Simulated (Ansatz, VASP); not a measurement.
BeS in VASP and in Ansatz

```xyz
2
Lattice="0.0000 2.3173 2.3173 2.4519 0.0000 2.3173 2.4519 2.3173 0.0000" Properties=species:S:1:pos:R:3 pbc="T T T"
Be    0.0000    0.0000    0.0000
S     2.4519    2.3173    2.3173
```

Change from the starting cell: uniaxial_x strain +5.8%.

Alike in both runs: task single point; functional PBE; k mesh 10 × 10 × 10; occupations fermi-dirac, width 0.02 eV; no spin polarisation.

```csv
,VASP,Ansatz
version,VASP 6.6.1,Ansatz 0.2.0
potentials or method,"VASP PAW PBE potentials, release 64 (Be, S)","plane waves, PAW"
plane-wave cutoff (eV),520,420
valence electrons in the cell,8,8
```

```tsv
	VASP	Ansatz	Ansatz less VASP
pressure (GPa)	-5.3	-5.2	+0.07
traceless stress, the component that is largest in VASP (GPa)	-2.27	-2.26	+0.010
```
